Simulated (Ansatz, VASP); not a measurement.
# Sn: VASP beside Ansatz

INCAR

```
SYSTEM = Sn
PREC = Accurate ; ENCUT = 600
EDIFF = 1E-7 ; ISMEAR = -1
SIGMA = 0.05 ; LREAL = .FALSE.
LASPH = .TRUE. ; NELM = 60
ALGO = Normal ; ISIF = 3
LWAVE = .FALSE. ; LCHARG = .FALSE.
GGA = PE ; IBRION = 2
NSW = 60 ; EDIFFG = -0.005
```

File KPOINTS:

```
Automatic mesh
0
G
  14 14 8
  0 0 0
```

The input POSCAR:

```
Sn
1.0
    3.4175440961      0.0000000000      0.0000000000
   -1.7087720481      2.9596800058      0.0000000000
    0.0000000000      0.0000000000      5.5364214357
Sn
2
Direct
    0.3333333333      0.6666666667      0.2500000000
    0.6666666667      0.3333333333      0.7500000000
```

Input for Ansatz:

```yaml
crystal:
  lattice:
    - [3.4175440961, 0.0, 0.0]
    - [-1.7087720481, 2.9596800058, 0.0]
    - [0.0, 0.0, 5.5364214357]
  atoms:
    - { symbol: Sn, position: [0.3333333333, 0.6666666667, 0.25] }
    - { symbol: Sn, position: [0.6666666667, 0.3333333333, 0.75] }
kpoints:
  mp_grid: { grid: [14, 14, 8] }
scf:
  occupations: { method: fermi_dirac, width: 0.05 }
hamiltonian:
  xc: pbe
  pseudopotentials: { kind: paw }
output:
  forces: true
  stress: true
relax:
  f_tol: 0.005
  max_steps: 40
  cell: {}
```

Alike in both runs: task relaxation of cell and atoms; functional PBE; k mesh 14 × 14 × 8; occupations fermi-dirac, width 0.05 eV; no spin polarisation.

```csv
,VASP,Ansatz
version,VASP 6.6.1,Ansatz 0.2.0
potentials or method,"VASP PAW PBE potentials, release 64 (Sn_d)","PAW with Ansatz's default frozen-core files, scalar-relativistic"
plane-wave cutoff (eV),600,420
valence electrons in the cell,28,28
```

|  | VASP | Ansatz | Ansatz less VASP |
| --- | --- | --- | --- |
| relaxed volume (Å³/atom) | 27.75 | 27.76 | +0.011 |
| relaxed cell length with the largest relative difference (Å) | 5.697 | 5.698 | +0.0013 |
